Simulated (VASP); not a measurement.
Wanted: the native input for a VASP 6.6.1 run.

```
Task                   : single point
Functional             : r2SCAN
Dispersion             : rVV10
Potentials or basis    : VASP PAW PBE potentials, release 64 (Sr_sv, O)
Cutoff                 : 520 eV
k mesh                 : 8 × 8 × 8
Occupations            : gaussian, width 0.05 eV
Spin                   : no spin polarisation
Dipole correction      : no
Further INCAR settings : ALGO = Normal; EDIFF = 1e-06; NBANDS = 15
```

SrO:

```
Sr O
1.0
     0.00000    2.55299    2.55299
     2.55299    0.00000    2.55299
     2.55299    2.55299    0.00000
Sr O
1 1
Cartesian
  2.5530 2.5530 2.5530
  0.0000 0.0000 0.0000
```

These files were run (other wordings do the same):

POSCAR

```
SrO
1.0
    0.0000000000      2.5529922645      2.5529922645
    2.5529922645      0.0000000000      2.5529922645
    2.5529922645      2.5529922645      0.0000000000
Sr O
1 1
Direct
    0.5000000000      0.5000000000      0.5000000000
    0.0000000000      0.0000000000      0.0000000000
```

INCAR.step1

```
SYSTEM = SrO
PREC = Accurate
ENCUT = 520
ISMEAR = 0
SIGMA = 0.05
LREAL = .False.
LASPH = .True.
NELM = 80
NBANDS = 15
GGA = PE
ALGO = Normal
EDIFF = 1E-4
LWAVE = .True.
LCHARG = .False.
```

INCAR.step2

```
SYSTEM = SrO
PREC = Accurate
ENCUT = 520
EDIFF = 1E-6
ISMEAR = 0
SIGMA = 0.05
LREAL = .False.
LASPH = .True.
NELM = 80
ALGO = Normal
ISIF = 2
LWAVE = .False.
LCHARG = .False.
METAGGA = R2SCAN
LMIXTAU = .True.
LUSE_VDW = .True.
IVDW_NL = 2
BPARAM = 11.95
CPARAM = 0.0093
NBANDS = 15
ISTART = 1
```

KPOINTS

```
Automatic mesh
0
Gamma
  8 8 8
  0 0 0
```

Potentials or basis: VASP PAW PBE potentials, release 64 (Sr_sv, O).

Launch:

```console
$ cat potpaw_PBE.64/Sr_sv/POTCAR potpaw_PBE.64/O/POTCAR > POTCAR
$ cp INCAR.step1 INCAR
$ mpirun -np 1 vasp_std > vasp.out
$ cp INCAR.step2 INCAR
$ mpirun -np 1 vasp_std > vasp.out
```

Results of the run:

The pressure is 2.8 GPa and the band gap on the k mesh is 3.68 eV (least direct gap 3.75 eV).

Caveat: the PAW data sets were made with another functional, which shifts forces and pressure a little.

It took 3.9 min on 1 thread of Intel Xeon 8259CL, with other jobs on the host, peak memory 0.27 GiB.
